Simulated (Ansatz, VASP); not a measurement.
**Ti in VASP and in Ansatz**

INCAR

```
  PREC = Accurate
  ENCUT = 600
  EDIFF = 1E-6
  ISMEAR = -1
  SIGMA = 0.15
  LREAL = False
  LASPH = True
  NELM = 80
  ALGO = Fast
  ISIF = 3
  LWAVE = False
  LCHARG = False
  IBRION = 2
  NSW = 80
  EDIFFG = -0.001
```

The input KPOINTS:

```
regular mesh
0
Gamma
  20 20 20
```

POSCAR

```
Ti
1.0
    0.0000000000      2.0006578791      2.0006578791
    2.0006578791      0.0000000000      2.0006578791
    2.0006578791      2.0006578791      0.0000000000
Ti
1
Direct
    0.0000000000      0.0000000000      0.0000000000
```

Input for Ansatz:

```yaml
crystal:
  lattice:
    - [0.0, 2.0006578791, 2.0006578791]
    - [2.0006578791, 0.0, 2.0006578791]
    - [2.0006578791, 2.0006578791, 0.0]
  atoms:
    - { symbol: Ti, position: [0.0, 0.0, 0.0] }
basis:
  ecutwfc: 420
kpoints:
  mp_grid: { grid: [20, 20, 20] }
hamiltonian:
  xc: lda
scf:
  occupations: { method: fermi_dirac, width: 0.15 }
output:
  forces: true
  stress: true
  eigenvalues: true
relax:
  adjacent_minimum: "off"
  f_tol: 0.001
  max_steps: 60
  cell: { stress_tol: 0.01 }
```

Alike in both runs: task relaxation of cell and atoms; functional LDA; k mesh 20 × 20 × 20; occupations fermi-dirac, width 0.15 eV; no spin polarisation.

|  | VASP | Ansatz |
| --- | --- | --- |
| version | VASP 6.6.1 | Ansatz 0.2.0 |
| potentials or method | VASP PAW LDA potentials, release 64 (Ti_sv), cutoff 600 eV | scalar-relativistic, plane waves, PAW |
| valence electrons in the cell | 12 | 12 |

|  | VASP | Ansatz | Ansatz less VASP |
| --- | --- | --- | --- |
| gap on the k mesh at the Fermi level, each at its own relaxed structure (eV) | none | none | - |
| relaxed volume (Å³/atom) | 16.08 | 16.11 | +0.033 |
| relaxed cell length with the largest relative difference (Å) | 2.833 | 2.835 | +0.0020 |

LDA's correlation is that of Perdew and Zunger in VASP and of Perdew and Wang (1992) in Ansatz. A gap of «none» marks a metal or a gap that the smearing closes.
